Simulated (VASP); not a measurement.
Here is a VASP 6.6.1 calculation.

The input INCAR:

```
SYSTEM = Li2H
ALGO = Normal
EDIFF = 1E-6
ENCUT = 520
GGA = PE
ISIF = 2
ISMEAR = 0
LASPH = .True.
LCHARG = .False.
LREAL = .False.
LWAVE = .False.
NBANDS = 16
NELM = 60
PREC = Accurate
SIGMA = 0.1
```

KPOINTS

```
k-points
0
Gamma
  15 15 4
  0 0 0
```

Contents of POSCAR:

```
Li2H
1.0
    2.8086224313      0.0000000000      0.0000000000
   -1.4043112156      2.4323383751      0.0000000000
    0.0000000000      0.0000000000     10.2458399619
Li H
4 2
Direct
    0.3333333333      0.6666666667      0.3720945128
    0.6666666667      0.3333333333      0.8720945128
    0.3333333333      0.6666666667      0.1279054872
    0.6666666667      0.3333333333      0.6279054872
    0.0000000000      0.0000000000      0.2500000000
    0.0000000000      0.0000000000      0.7500000000
```

Potentials or basis: VASP PAW PBE potentials, release 64 (Li_sv, H).

Run with:

```console
$ cat potpaw_PBE.64/Li_sv/POTCAR potpaw_PBE.64/H/POTCAR > POTCAR
$ mpirun -np 1 vasp_std > vasp.out
```

Problem. What does it give for the band gap on the k mesh?

Solution. Zero (band 7 reaches 3.34 eV, above the bottom of band 8 at -0.83 eV).

Forces on the atoms (eV/Å):
```
Li   0.000  0.000 -0.003
Li   0.000  0.000 -0.003
Li   0.000  0.000  0.003
Li   0.000  0.000  0.003
H    0.000  0.000  0.000
H    0.000  0.000  0.000
```
